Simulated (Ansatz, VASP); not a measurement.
NiO in VASP and in Ansatz

INCAR

```
SYSTEM = NiO
PREC = Accurate
ENCUT = 600
EDIFF = 1E-6
ISMEAR = 0
SIGMA = 0.1
LREAL = .False.
LASPH = .True.
NELM = 150
ALGO = Normal
ISIF = 3
LWAVE = .False.
LCHARG = .False.
ISPIN = 2
MAGMOM = 0.89 0.15
LORBIT = 11
LMAXMIX = 4
GGA = PS
IBRION = 2
NSW = 100
EDIFFG = -0.005
```

KPOINTS

```
regular mesh
0
Gamma
  18 18 18
  0 0 0
```

Contents of POSCAR:

```
NiO
1.0
    0.0000000000      2.0528784407      2.0528784407
    2.0528784407      0.0000000000      2.0528784407
    2.0528784407      2.0528784407      0.0000000000
Ni O
1 1
Direct
    0.0000000000      0.0000000000      0.0000000000
    0.5000000000      0.5000000000      0.5000000000
```

Input for Ansatz:

```yaml
crystal:
  lattice:
    - [0.0, 2.0528784407, 2.0528784407]
    - [2.0528784407, 0.0, 2.0528784407]
    - [2.0528784407, 2.0528784407, 0.0]
  atoms:
    - { symbol: Ni, position: [0.0, 0.0, 0.0], spin: 0.89 }
    - { symbol: O, position: [0.5, 0.5, 0.5], spin: 0.15 }
basis:
  ecutwfc: 420
kpoints:
  mp_grid: { grid: [18, 18, 18] }
hamiltonian:
  xc: pbesol
scf:
  occupations: { method: gaussian, width: 0.1 }
output:
  forces: true
  stress: true
  eigenvalues: true
  populations: true
  write_density: true
  write_potential: true
  elf: true
  volumetric_format: npy
magnetization:
  spin_polarized: true
relax:
  adjacent_minimum: "off"
  f_tol: 0.005
  max_steps: 80
  cell: { stress_tol: 0.05 }
```

Alike in both runs: task relaxation of cell and atoms; functional PBEsol; k mesh 18 × 18 × 18; occupations gaussian, width 0.1 eV; collinear spin.

|  | VASP | Ansatz |
| --- | --- | --- |
| version | VASP 6.6.1 | Ansatz 0.2.0 |
| potentials or method | VASP PAW PBE potentials, release 64 (Ni, O), cutoff 600 eV | scalar-relativistic, plane waves, PAW |
| valence electrons in the cell | 16 | 24 |

VASP gave:

```
gap on the k mesh at the Fermi level, each at its own relaxed structure (eV) : none
net moment per atom (μB)                                                     : 0.43
size of the moment on the site where the two differ most (μB)                : 0.73
relaxed volume (Å³/atom)                                                     : 8.63
relaxed cell length with the largest relative difference (Å)                 : 2.901
```

Which values does Ansatz return?

gap on the k mesh at the Fermi level, each at its own relaxed structure (eV): none; net moment per atom (μB): 0.63; size of the moment on the site where the two differ most (μB): 1.04; relaxed volume (Å³/atom): 8.72; relaxed cell length with the largest relative difference (Å): 2.911.

The net moments are unlike, so the other rows may belong to different states. VASP's potentials were made for PBE, not for PBEsol. Site moments also hang on the region over which each program counts them. A gap of «none» marks a metal or a gap that the smearing closes. VASP's potentials hold 16 valence electrons a cell and Ansatz's 24, so a difference there can come from the potentials and not from the codes.
